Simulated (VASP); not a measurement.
# NaCl (Pm-3m) in VASP: a series of runs, part 2 of 3

VASP 6.6.1. Earlier steps stand in the parts before.

## 3. Electric field gradients, PBEsol

This run uses another cell than the first one, of 11.70 Å³/atom.

The input, INCAR:

```
ALGO = Normal
EDIFF = 1E-8
ENCUT = 520
GGA = PS
ISIF = 2
ISMEAR = -1
LASPH = T
LCHARG = F
LEFG = T
LREAL = F
LWAVE = F
NBANDS = 14
NELM = 100
PREC = Accurate
SIGMA = 0.03
```

The input, KPOINTS:

```
k-points
0
Gamma
  9 9 9
```

The input, POSCAR:

```
NaCl
1.0
    2.8600000000      0.0000000000      0.0000000000
    0.0000000000      2.8600000000      0.0000000000
    0.0000000000      0.0000000000      2.8600000000
Na Cl
1 1
Direct
    0.0000000000      0.0000000000      0.0000000000
    0.5000000000      0.5000000000      0.5000000000
```

Potentials or basis: VASP PAW PBE potentials, release 64 (Na_pv, Cl).

Started as:

```
cat potpaw_PBE.64/Na_pv/POTCAR potpaw_PBE.64/Cl/POTCAR > POTCAR
mpirun -np 1 vasp_std > vasp.out
```

OUTCAR:

```text
EDIFF = 1E-8
   ENCUT = 520
   GGA = PS
   ISIF = 2
   ISMEAR = -1
   LASPH = T
   LREAL = F
   NELM = 100
   PREC = Accurate

 ion  position               nearest neighbor table
   1  0.000  0.000  0.000-   2 2.48   2 2.48   2 2.48   2 2.48   2 2.48   2 2.48   2 2.48   2 2.48

   2  0.500  0.500  0.500-   1 2.48   1 2.48   1 2.48   1 2.48   1 2.48   1 2.48   1 2.48   1 2.48

  LATTYP: Found a simple cubic cell.
 ALAT       =     2.8600000000

  Lattice vectors:

 A1 = (   2.8600000000,   0.0000000000,   0.0000000000)
 A2 = (   0.0000000000,   2.8600000000,   0.0000000000)
 A3 = (   0.0000000000,   0.0000000000,   2.8600000000)

Analysis of symmetry for initial positions (statically):
=====================================================================
 Subroutine PRICEL returns:
 Original cell was already a primitive cell.

 Routine SETGRP: Setting up the symmetry group for a
 simple cubic supercell.

 Subroutine GETGRP returns: Found 48 space group operations
 (whereof 48 operations were pure point group operations)
 out of a pool of 48 trial point group operations.

The static configuration has the point symmetry O_h .

Analysis of symmetry for dynamics (positions and initial velocities):
=====================================================================
 Subroutine PRICEL returns:
 Original cell was already a primitive cell.

 Routine SETGRP: Setting up the symmetry group for a
 simple cubic supercell.

 Subroutine GETGRP returns: Found 48 space group operations
 (whereof 48 operations were pure point group operations)
 out of a pool of 48 trial point group operations.

The dynamic configuration has the point symmetry O_h .

 Subroutine INISYM returns: Found 48 space group operations
 (whereof 48 operations are pure point group operations),
 and found     1 'primitive' translations

----------------------------------------------------------------------------------------

                                     Primitive cell

  volume of cell :      23.3937

  direct lattice vectors                    reciprocal lattice vectors
     2.860000000  0.000000000  0.000000000     0.349650350  0.000000000  0.000000000
     0.000000000  2.860000000  0.000000000     0.000000000  0.349650350  0.000000000
     0.000000000  0.000000000  2.860000000     0.000000000  0.000000000  0.349650350

  length of vectors
     2.860000000  2.860000000  2.860000000     0.349650350  0.349650350  0.349650350

  position of ions in fractional coordinates (direct lattice)
     0.000000000  0.000000000  0.000000000
     0.500000000  0.500000000  0.500000000

  ion indices of the primitive-cell ions
   primitive index   ion index
                 1           1
                 2           2

----------------------------------------------------------------------------------------

 KPOINTS: k-points

Automatic generation of k-mesh.
 Grid dimensions read from file:
 generate k-points for:    9    9    9

 Generating k-lattice:

  Cartesian coordinates                     Fractional coordinates (reciprocal lattice)
[... 81 lines left out ...]
  volume/ion in A,a.u.               =      11.70        78.93
  Fermi-wavevector in a.u.,A,eV,Ry     =   1.379595  2.607056 25.895713  1.903281
  Thomas-Fermi vector in A             =   2.504550
   LORBIT       =      0    0 simple, 1 ext, 2 COOP (PROOUT), +10 PAW based schemes
   GGA     = PS    functional components
   LHFCALC =     F    Hartree Fock is set to
   AEXX    =    0.0000 exact exchange contribution
   IVDW    =     0    specifies the selected vdW correction
   LEPSILON=     F    determine dielectric tensor
   LRPA    =     F    only Hartree local field effects (RPA)
 non-spin polarized calculation
  energy-cutoff  :      520.00
  volume of cell :       23.39
 maximum number of plane-waves:       651
 NGX is ok and might be reduce to    24
   NGX = 11   NGY = 11   NGZ = 11

 number of electron      13.9999997 magnetization

 Free energy of the ion-electron system (eV)
  ---------------------------------------------------
  ext. energy  EPLUGINS =         0.00000000
  ---------------------------------------------------
  free energy    TOTEN  =        -4.78023258 eV

  energy without entropy =       -4.78023258  energy(sigma->0) =       -4.78023258

 E-fermi :   7.4164     XC(G=0): -11.5613

 val. band max:        6.7085151208   @ k =   0.4444   0.4444   0.0000
 cond. band min:      11.2641023891   @ k =   0.4444   0.4444   0.0000
 fundamental gap:      4.5555872684
 Fermi energy:         7.4163622642

 k-point     1 :       0.0000    0.0000    0.0000
  band No.  band energies     occupation
      1     -15.8192      2.00000
      2     -15.8192      2.00000
      3     -15.8192      2.00000
      4     -10.2452      2.00000
      5       5.4840      2.00000
      6       5.4840      2.00000
      7       5.4840      2.00000
      8      13.2580      0.00000
      9      13.2580      0.00000
     10      13.9585      0.00000
     11      24.6001      0.00000
     12      24.6001      0.00000
     13      24.6001      0.00000
     14      29.0608      0.00000
[... 377 lines left out ...]
      1     -16.1115      2.00000
      2     -16.0068      2.00000
      3     -15.7923      2.00000
      4      -7.9596      2.00000
      5       1.0866      2.00000
      6       2.3034      2.00000
      7       5.7668      2.00000
      8      12.5401      0.00000
      9      17.4693      0.00000
     10      17.8647      0.00000
     11      18.9782      0.00000
     12      22.9467      0.00000
     13      23.8751      0.00000
     14      27.8813      0.00000

 [... further k-points ...]

------------------------ aborting loop because EDIFF is reached ----------------------------------------

  FORCE on cell =-STRESS in cart. coord.  units (eV):
  Direction    XX          YY          ZZ          XY          YZ          ZX
  --------------------------------------------------------------------------------------
  -------------------------------------------------------------------------------------
  Total        8.7685081      8.7685081      8.7685081      0.0000000     -0.0000000      0.0000000
  in kB      600.5348192    600.5348192    600.5348192      0.0000000     -0.0000000      0.0000000
  external PRESSURE =     600.5348192 kB  Pullay stress =       0.0000000 kB

 VOLUME and BASIS-vectors are now :
 -----------------------------------------------------------------------------
  energy-cutoff  :      520.00
  volume of cell :       23.39
      direct lattice vectors                 reciprocal lattice vectors
     2.860000000  0.000000000  0.000000000     0.349650350  0.000000000  0.000000000
     0.000000000  2.860000000  0.000000000     0.000000000  0.349650350  0.000000000
     0.000000000  0.000000000  2.860000000     0.000000000  0.000000000  0.349650350

 POSITION                                       TOTAL-FORCE (eV/Angst)
 -----------------------------------------------------------------------------------
      0.00000      0.00000      0.00000         0.000000      0.000000      0.000000
      1.43000      1.43000      1.43000         0.000000      0.000000      0.000000
 -----------------------------------------------------------------------------------
    total drift:                                0.000000     -0.000000     -0.000000

  FREE ENERGIE OF THE ION-ELECTRON SYSTEM (eV)
  ---------------------------------------------------
  free  energy   TOTEN  =        -4.7802325787 eV

  energy  without entropy=       -4.7802325787  energy(sigma->0) =       -4.78023258

 Electric field gradients (V/A^2)
---------------------------------------------------------------------
 ion       V_xx      V_yy      V_zz      V_xy      V_xz      V_yz
---------------------------------------------------------------------
   1      -0.000    -0.000    -0.000     0.000     0.000    -0.000
   2      -0.000     0.000    -0.000     0.000    -0.000     0.000
---------------------------------------------------------------------

 Electric field gradients after diagonalization (V/A^2)
 (convention: |V_zz| > |V_xx| > |V_yy|)
----------------------------------------------------------------------
 ion       V_xx      V_yy      V_zz     asymmetry (V_yy - V_xx)/ V_zz
----------------------------------------------------------------------
   1      -0.000    -0.000    -0.000      -0.496
   2       0.000    -0.000    -0.000       0.172
----------------------------------------------------------------------

           NMR quadrupolar parameters

 Cq : quadrupolar parameter    Cq=e*Q*V_zz/h
 eta: asymmetry parameters     (V_yy - V_xx)/ V_zz
 Q  : nuclear electric quadrupole moment in mb (millibarn)
----------------------------------------------------------------------
 ion       Cq(MHz)       eta       Q (mb)
----------------------------------------------------------------------
   1      -0.000      -0.496       1.000
   2      -0.000       0.172       1.000
----------------------------------------------------------------------
```

stdout:

```text
POSCAR found type information on POSCAR NaCl
 POSCAR found :  2 types and       2 ions
 scaLAPACK will be used
 -----------------------------------------------------------------------------
|                                                                             |
|                                                                             |
|     You enforced a specific xc type in the INCAR file but a different       |
|     I HOPE YOU KNOW WHAT YOU ARE DOING!                                     |
|                                                                             |
 -----------------------------------------------------------------------------

 LDA part: xc-table for (Slater+PW92), standard interpolation
 POSCAR, INCAR and KPOINTS ok, starting setup
 FFT: planning ... GRIDC
 FFT: planning ... GRID_SOFT
 FFT: planning ... GRID
 WAVECAR not read
 entering main loop
ion   1

ion   2
```

Run time: 16 s. Hardware: 1 thread of Intel Xeon 8259CL, shared host; peak memory 0.13 GiB.

What came out:

| Quantity | Value |
| --- | --- |
| Free energy | -4.7802 eV |
| Pressure | 60.1 GPa |
| Band gap on the k mesh | 4.56 eV |
| Largest electric field gradient by atom | zero within the noise of the run |

Caveat: the cell stands under pressure; the PAW data sets were made with another functional, which shifts forces and pressure a little; an odd mesh through Γ misses points on the zone boundary, where band edges can lie.

(Part 2 of 3 ends here.)
